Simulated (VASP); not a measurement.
A run of VASP 6.6.1 is set up as follows.

File INCAR:

```
SYSTEM = BN
PREC = Accurate
ENCUT = 520
EDIFF = 1E-8
ISMEAR = 0
SIGMA = 0.01
LREAL = .FALSE.
LASPH = .TRUE.
NELM = 80
ALGO = Normal
ISIF = 2
LWAVE = .FALSE.
LCHARG = .FALSE.
GGA = PE
IBRION = 8
NSW = 1
LEPSILON = .TRUE.
```

File KPOINTS:

```
Automatic mesh
0
G
  12 12 12
  0 0 0
```

POSCAR

```
BN
1.0
    0.0000000000      1.8123386232      1.8123386232
    1.8123386232      0.0000000000      1.8123386232
    1.8123386232      1.8123386232      0.0000000000
B N
1 1
Direct
    0.0000000000      0.0000000000      0.0000000000
    0.7500000000      0.7500000000      0.7500000000
```

Potentials or basis: VASP PAW PBE potentials, release 64 (B, N).

The run is started by

```console
$ cat potpaw_PBE.64/B/POTCAR potpaw_PBE.64/N/POTCAR > POTCAR
$ mpirun -np 1 vasp_std > vasp.out
```

Problem. Estimate the electronic dielectric tensor (diagonal).

Solution. 4.61.

Problem. What does it give for the Born charges (mean of the diagonal)?

Solution. B +1.91; N -1.91 e.

Problem. Predict the highest phonon frequency at Γ, LO-TO splitting left out.

Solution. 1029 cm⁻¹.

Born effective charge tensors (e):
atom 1, B
```
1.91 0.00 0.00
0.00 1.91 0.00
0.00 0.00 1.91
```
atom 2, N
```
-1.91  0.00  0.00
 0.00 -1.91  0.00
 0.00  0.00 -1.91
```
